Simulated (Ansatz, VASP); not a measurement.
**GaN: VASP beside Ansatz**

POSCAR

```
GaN
1.0
    3.1830969030      0.0000000000      0.0000000000
   -1.5915484515      2.7566427807      0.0000000000
    0.0000000000      0.0000000000      5.1835829206
Ga N
2 2
Direct
    0.6666666667      0.3333333333      0.4991072756
    0.3333333333      0.6666666667      0.9991072756
    0.6666666667      0.3333333333      0.8758927244
    0.3333333333      0.6666666667      0.3758927244
```

Contents of INCAR.step1:

```
SYSTEM = GaN
  PREC = Accurate
  ENCUT = 520
  ISMEAR = 0
  SIGMA = 0.01
  LREAL = .FALSE.
  LASPH = .TRUE.
  NELM = 100
  NBANDS = 26
  GGA = PE
  ALGO = Normal
  EDIFF = 1E-4
  LWAVE = .TRUE.
  LCHARG = .FALSE.
```

The input INCAR.step2:

```
SYSTEM = GaN
  PREC = Accurate
  ENCUT = 520
  EDIFF = 1E-6
  ISMEAR = 0
  SIGMA = 0.01
  LREAL = .FALSE.
  LASPH = .TRUE.
  NELM = 100
  ALGO = Normal
  ISIF = 2
  LWAVE = .FALSE.
  LCHARG = .FALSE.
  METAGGA = R2SCAN
  LMIXTAU = .TRUE.
  NBANDS = 26
  ISTART = 1
```

File KPOINTS:

```
regular mesh
0
G
  12 12 6
  0 0 0
```

Input for Ansatz:

```yaml
crystal:
  lattice:
    - [3.183096903, 0.0, 0.0]
    - [-1.5915484515, 2.7566427807, 0.0]
    - [0.0, 0.0, 5.1835829206]
  atoms:
    - { symbol: Ga, position: [0.6666666667, 0.3333333333, 0.4991072756] }
    - { symbol: Ga, position: [0.3333333333, 0.6666666667, 0.9991072756] }
    - { symbol: "N", position: [0.6666666667, 0.3333333333, 0.8758927244] }
    - { symbol: "N", position: [0.3333333333, 0.6666666667, 0.3758927244] }
basis:
  ecutwfc: 500
  xc_grid: 3
kpoints:
  mp_grid: { grid: [12, 12, 6] }
  band_path: { path: [VBM, CBM], npoints: 2 }
hamiltonian:
  xc: r2scan
scf:
  occupations: { method: gaussian, width: 0.01 }
output:
  forces: true
  stress: true
  eigenvalues: true
```

Alike in both runs: task single point; functional r2SCAN; k mesh 12 × 12 × 6; occupations gaussian, width 0.01 eV; no spin polarisation.

```csv
,VASP,Ansatz
version,VASP 6.6.1,Ansatz 0.2.0
potentials or method,"VASP PAW PBE potentials, release 64 (Ga_d, N), cutoff 520 eV","scalar-relativistic, plane waves, PAW"
valence electrons in the cell,36,36
```

|  | VASP | Ansatz | Ansatz less VASP |
| --- | --- | --- | --- |
| gap on the k mesh at the Fermi level (eV) | 2.34 | 2.35 | +0.007 |
| least direct gap on the mesh (eV) | 2.34 | 2.35 | +0.007 |
| pressure (GPa) | 1.1 | 0.0 | -1.08 |
| traceless stress, the component that is largest in VASP (GPa) | -0.09 | 0.00 | +0.085 |
| rms of the force components (eV/Å) | 0.003 | 0.000 | -0.0030 |

VASP's potentials were made for PBE, not for r2SCAN. Atom by atom the forces differ by 0.003 eV/Å (rms over components).
